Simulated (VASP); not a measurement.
# ZnS (I-4m2) in VASP: further runs, part 2 of 2

VASP 6.6.1. The steps go on from the part before.

## 3. Single point, PBE (epitaxial xy strain -2.0%)

INCAR

```
SYSTEM = ZnS
PREC     = Accurate       ! precision mode
ENCUT    = 520            ! plane-wave cutoff, eV
EDIFF    = 1E-7           ! SCF threshold, eV
ISMEAR   = -1             ! smearing method
SIGMA    = 0.02           ! smearing width, eV
LREAL    = .False.        ! projectors in reciprocal space
LASPH    = .True.         ! aspherical terms in the spheres
NELM     = 60             ! most SCF steps
ALGO     = Normal         ! electronic algorithm
ISIF     = 2              ! what is computed and relaxed
LWAVE    = .False.        ! write WAVECAR
LCHARG   = .False.        ! write CHGCAR
GGA      = PE             ! functional
NBANDS   = 16             ! bands
```

KPOINTS

```
regular mesh
0
Gamma
  8 8 8
  0 0 0
```

POSCAR

```
ZnS
1.0
    0.0000000000      2.6402041149      2.7581630583
    2.6402041149      0.0000000000      2.7581630583
    2.6402041149      2.6402041149      0.0000000000
Zn S
1 1
Direct
    0.0000000000      0.0000000000      0.0000000000
    0.2500000000      0.2500000000      0.2500000000
```

Potentials or basis: VASP PAW PBE potentials, release 64 (Zn, S).

Command:

```sh
cat potpaw_PBE.64/Zn/POTCAR potpaw_PBE.64/S/POTCAR > POTCAR
mpirun -np 1 vasp_std > vasp.out
```

OUTCAR:

```text
SYSTEM = ZnS
   PREC = Accurate
   ENCUT = 520
   EDIFF = 1E-7
   ISMEAR = -1
   LREAL = .False.
   LASPH = .True.
   NELM = 60
   ISIF = 2
   GGA = PE

 ion  position               nearest neighbor table
   1  0.000  0.000  0.000-   2 2.32   2 2.32   2 2.32   2 2.32
   2  0.250  0.250  0.250-   1 2.32   1 2.32   1 2.32   1 2.32

  LATTYP: Found a body centered tetragonal cell.
 ALAT       =     3.7338124667
 C/A-ratio  =     1.4773977445

  Lattice vectors:
[... 190 lines left out ...]
      4      -4.0825      2.00000
      5      -3.5735      2.00000
      6      -3.5589      2.00000
[... 433 lines left out ...]
      3      -3.9659      2.00000
      4      -3.9043      2.00000
      5      -3.5630      2.00000
      6      -3.5253      2.00000
[... 8 lines left out ...]
     15      15.0200      0.00000
     16      15.6706      0.00000

 [... further k-points ...]
[... 5 lines left out ...]
  --------------------------------------------------------------------------------------
  -------------------------------------------------------------------------------------
  Total        1.0622109      1.0622109      0.6141296      0.0000000      0.0000000      0.0000000
  in kB       44.2584719     44.2584719     25.5885482      0.0000000      0.0000000      0.0000000
  external PRESSURE =      38.0351640 kB  Pullay stress =       0.0000000 kB

 VOLUME and BASIS-vectors are now :
 -----------------------------------------------------------------------------
  energy-cutoff  :      520.00
  volume of cell :       38.45
      direct lattice vectors                 reciprocal lattice vectors
     0.000000000  2.640204115  2.758163058    -0.189379297  0.189379297  0.181280073
     2.640204115  0.000000000  2.758163058     0.189379297 -0.189379297  0.181280073
     2.640204115  2.640204115  0.000000000     0.189379297  0.189379297 -0.181280073

 POSITION                                       TOTAL-FORCE (eV/Angst)
 -----------------------------------------------------------------------------------
      0.00000      0.00000      0.00000         0.000000      0.000000      0.000000
      1.32010      1.32010      1.37908         0.000000      0.000000      0.000000
 -----------------------------------------------------------------------------------
    total drift:                                0.000001      0.000001      0.000003

  FREE ENERGIE OF THE ION-ELECTRON SYSTEM (eV)
  ---------------------------------------------------
  free  energy   TOTEN  =        -6.8232105053 eV

  energy  without entropy=       -6.8232105053  energy(sigma->0) =       -6.82321051
```

OSZICAR:

```text
N       E                     dE             d eps       ncg     rms          rms(c)
DAV:   1     0.878516212149E+02    0.87852E+02   -0.90417E+03  1896   0.135E+03
DAV:   2    -0.171573159805E+01   -0.89567E+02   -0.83658E+02  2136   0.257E+02
DAV:   3    -0.719666936942E+01   -0.54809E+01   -0.54596E+01  2368   0.626E+01
DAV:   4    -0.725276142000E+01   -0.56092E-01   -0.56080E-01  2376   0.654E+00
DAV:   5    -0.725341959228E+01   -0.65817E-03   -0.65816E-03  2352   0.681E-01    0.721E+00
DAV:   6    -0.684517405526E+01    0.40825E+00   -0.74172E-01  2856   0.305E+01    0.561E+00
DAV:   7    -0.682360865593E+01    0.21565E-01   -0.25729E-01  2264   0.465E+00    0.282E+00
DAV:   8    -0.682285244123E+01    0.75621E-03   -0.54185E-03  2560   0.983E-01    0.743E-01
DAV:   9    -0.682305407991E+01   -0.20164E-03   -0.13488E-03  2248   0.290E-01    0.942E-02
DAV:  10    -0.682321487665E+01   -0.16080E-03   -0.21740E-04  2360   0.109E-01    0.333E-02
DAV:  11    -0.682320980300E+01    0.50736E-05   -0.27408E-05  2224   0.419E-02    0.779E-03
DAV:  12    -0.682321021215E+01   -0.40915E-06   -0.29727E-06  2480   0.127E-02    0.352E-03
DAV:  13    -0.682321057330E+01   -0.36115E-06   -0.59821E-07  2296   0.463E-03    0.223E-03
DAV:  14    -0.682321050534E+01    0.67961E-07   -0.37496E-08  2048   0.291E-03
   1 F= -.68232105E+01 E0= -.68232105E+01  d E =-.391010E-12
```

Wall time 26 s (1 thread of Intel Xeon Platinum 8488C (Sapphire Rapids), shared host); peak memory 0.17 GiB.

What came out:

```
Free energy            : -6.8232 eV
Pressure               : 3.8 GPa
Band gap on the k mesh : 2.17 eV, direct
```

Stress tensor (GPa, compression positive):
```
4.43 0.00 0.00
0.00 4.43 0.00
0.00 0.00 2.56
```

Caveat: the cell differs from its parent crystal (epitaxial xy strain -2.0%).

## 4. Single point, PBE (epitaxial xy strain -1.0%)

INCAR

```
PREC = Accurate ; ENCUT = 520
EDIFF = 1E-6 ; ISMEAR = -1
SIGMA = 0.02 ; LREAL = F
LASPH = T ; NELM = 60
ALGO = Normal ; ISIF = 2
LWAVE = F ; LCHARG = F
GGA = PE ; NBANDS = 16
```

KPOINTS

```
Automatic mesh
0
Gamma
  8 8 8
```

POSCAR

```
ZnS
1.0
    0.0000000000      2.6671449732      2.7269439795
    2.6671449732      0.0000000000      2.7269439795
    2.6671449732      2.6671449732      0.0000000000
Zn S
1 1
Direct
    0.0000000000      0.0000000000      0.0000000000
    0.2500000000      0.2500000000      0.2500000000
```

Command:

```sh
cat potpaw_PBE.64/Zn/POTCAR potpaw_PBE.64/S/POTCAR > POTCAR
mpirun -np 1 vasp_std > vasp.out
```

It took 29 s on 1 thread of Intel Xeon Platinum 8488C (Sapphire Rapids), shared host; peak memory 0.17 GiB.

Results (log left out):

- Free energy: -6.8354 eV
- Pressure: 3.1 GPa
- Band gap on the k mesh: 2.16 eV, direct

Stress tensor (GPa, compression positive):
```
3.40 0.00 0.00
0.00 3.40 0.00
0.00 0.00 2.49
```

Levels at points of the mesh, in eV from the valence-band top:
```tsv
k point	band 7	band 8	band 9	band 10	band 11	band 12
(0.00, 0.00, 0.00)	-0.08	0.00	0.00	2.16	6.36	6.36
(0.50, 0.00, 0.00)	-5.43	-0.98	-0.85	3.31	6.80	6.99
(0.50, 0.50, 0.00)	-4.74	-2.23	-2.23	3.42	4.19	10.90
(0.50, 0.00, 0.50)	-4.61	-2.37	-2.32	3.30	3.98	11.15
```

Caveat: the cell differs from its parent crystal (epitaxial xy strain -1.0%).

## 5. Single point, PBE (epitaxial xy strain +1.0%)

INCAR

```
SYSTEM = ZnS
  PREC = Accurate
  ENCUT = 520
  EDIFF = 1E-6
  ISMEAR = -1
  SIGMA = 0.02
  LREAL = .False.
  LASPH = .True.
  NELM = 80
  ALGO = Normal
  ISIF = 2
  LWAVE = .False.
  LCHARG = .True.
  GGA = PE
  LELF = .True.
  LVHAR = .True.
  NBANDS = 16
```

KPOINTS

```
regular mesh
0
Gamma
  8 8 8
  0 0 0
```

POSCAR

```
ZnS
1.0
    0.0000000000      2.7210266899      2.6626130293
    2.7210266899      0.0000000000      2.6626130293
    2.7210266899      2.7210266899      0.0000000000
Zn S
1 1
Direct
    0.0000000000      0.0000000000      0.0000000000
    0.2500000000      0.2500000000      0.2500000000
```

Command:

```sh
cat potpaw_PBE.64/Zn/POTCAR potpaw_PBE.64/S/POTCAR > POTCAR
mpirun -np 1 vasp_std > vasp.out
```

Wall time 23 s (1 thread of Intel Xeon Platinum 8488C (Sapphire Rapids), shared host); peak memory 0.18 GiB.

It converged, with:

| Quantity | Value |
| --- | --- |
| Free energy | -6.8453 eV |
| Pressure | 1.8 GPa |
| Band gap on the k mesh | 2.07 eV, direct |

Stress tensor (GPa, compression positive):
```
1.53 0.00 0.00
0.00 1.53 0.00
0.00 0.00 2.36
```

Levels at points of the mesh, in eV from the valence-band top:
```
           k point  band 6  band 7  band 8  band 9  band 10  band 11  band 12  band 13
(0.00, 0.00, 0.00)   -5.89   -0.07   -0.07    0.00     2.07     6.35     6.35     6.35
(0.50, 0.00, 0.00)   -5.69   -5.34   -0.97   -0.86     3.26     6.79     6.98     8.83
(0.50, 0.50, 0.00)   -5.65   -4.52   -2.34   -2.34     3.29     3.89    11.09    11.90
(0.50, 0.00, 0.50)   -5.69   -4.65   -2.25   -2.21     3.40     4.10    10.85    11.84
```

Caveat: the cell differs from its parent crystal (epitaxial xy strain +1.0%).

## 6. The runs side by side

```tsv
cell	gap on the mesh (eV)	pressure (GPa)
a = 3.822, b = 3.822, c = 3.696 Å, angles 61.1, 61.1, 57.8°, 2 atoms	2.17	4.6
a = 3.818, b = 3.818, c = 3.734 Å, angles 60.7, 60.7, 58.5°, 2 atoms	2.17	3.8
a = 3.814, b = 3.814, c = 3.772 Å, angles 60.4, 60.4, 59.3°, 2 atoms	2.16	3.1
a = 3.807, b = 3.807, c = 3.848 Å, angles 59.6, 59.6, 60.7°, 2 atoms	2.07	1.8
```

Alike in all rows: task single point; level PBE; potentials or basis VASP PAW PBE potentials, release 64 (Zn, S); no spin polarisation; k mesh 8 × 8 × 8; cutoff (eV) 520; smearing fermi-dirac 0.02 eV.

Total energies depend on the potentials used, so only differences within one code and one set of settings carry meaning.
